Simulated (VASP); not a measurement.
Input of a VASP 6.6.1 run:

The input POSCAR:

```
Al
1.0
    0.0000000000      1.9960030645      1.9960030645
    1.9960030645      0.0000000000      1.9960030645
    1.9960030645      1.9960030645      0.0000000000
Al
1
Direct
    0.0000000000      0.0000000000      0.0000000000
```

Contents of INCAR.step1:

```
PREC = Accurate ; ENCUT = 600
ISMEAR = -1 ; SIGMA = 0.15
LREAL = False ; LASPH = True
NELM = 80 ; GGA = PE
ALGO = Normal ; EDIFF = 1E-4
LWAVE = True ; LCHARG = False
```

The input INCAR.step2:

```
PREC = Accurate ; ENCUT = 600
EDIFF = 1E-6 ; ISMEAR = -1
SIGMA = 0.15 ; LREAL = False
LASPH = True ; NELM = 80
ALGO = Normal ; ISIF = 3
LWAVE = False ; LCHARG = False
METAGGA = R2SCAN ; LMIXTAU = True
IBRION = 2 ; NSW = 80
EDIFFG = -0.001 ; ISTART = 1
```

KPOINTS

```
regular mesh
0
Gamma
  18 18 18
```

Potentials or basis: VASP PAW PBE potentials, release 64 (Al).

The run is started by

```sh
$ cat potpaw_PBE.64/Al/POTCAR > POTCAR
$ cp INCAR.step1 INCAR
$ mpirun -np 1 vasp_std > vasp.out
$ cp INCAR.step2 INCAR
$ mpirun -np 1 vasp_std > vasp.out
```

**Question.** What does it give for the space group after relaxing (to 0.05 Å)?

**Answer.** Fm-3m (No. 225).

**Question.** Predict the relaxed cell.

**Answer.** a = 2.821 Å, b = 2.821 Å, c = 2.821 Å, α = 60.00°, β = 60.00°, γ = 60.00°.

**Question.** Predict the relaxed volume.

**Answer.** 15.88 Å³/atom.

Final structure:
```
CELL_PARAMETERS angstrom
0.00000 1.99497 1.99497
1.99497 0.00000 1.99497
1.99497 1.99497 0.00000
ATOMIC_POSITIONS crystal
Al 0.00000 0.00000 0.00000
```

Caveat: the PAW data sets were made with another functional, which shifts forces and pressure a little.
